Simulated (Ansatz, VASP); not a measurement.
Two plane-wave programs on Si

```
Si
1.0
    -3.16413    3.14776    1.81141
     3.21541   -3.17485    1.94700
     3.20135    3.21208   -1.85828
Si
4
Direct
  0.13905 0.09127 0.33777
  0.89240 0.94511 0.68408
  0.17490 0.83433 0.98480
  0.79364 0.12929 0.99335
```

Change from the starting cell: all atoms moved at random (sigma 0.15 Å a component), cell strained at random (sigma 0.03).

Alike in both runs: task single point; functional LDA; k mesh 10 × 10 × 10; occupations gaussian, width 0.03 eV; no spin polarisation.

```csv
,VASP,Ansatz
version,VASP 6.6.1,Ansatz 0.2.0
potentials or method,"VASP PAW LDA potentials, release 64 (Si), cutoff 520 eV","scalar-relativistic, plane waves, PAW"
valence electrons in the cell,16,16
```

Ansatz gave:

```
gap on the k mesh at the Fermi level (eV)                     : none
pressure (GPa)                                                : 19.4
traceless stress, the component that is largest in VASP (GPa) : 27.41
rms of the force components (eV/Å)                            : 3.195
```

**Question.** Estimate VASP's values.

**Answer.** gap on the k mesh at the Fermi level (eV): none; pressure (GPa): 19.4; traceless stress, the component that is largest in VASP (GPa): 27.37; rms of the force components (eV/Å): 3.190.

LDA's correlation is that of Perdew and Zunger in VASP and of Perdew and Wang (1992) in Ansatz. Atom by atom the forces differ by 0.010 eV/Å (rms over components). A gap of «none» marks a metal or a gap that the smearing closes.
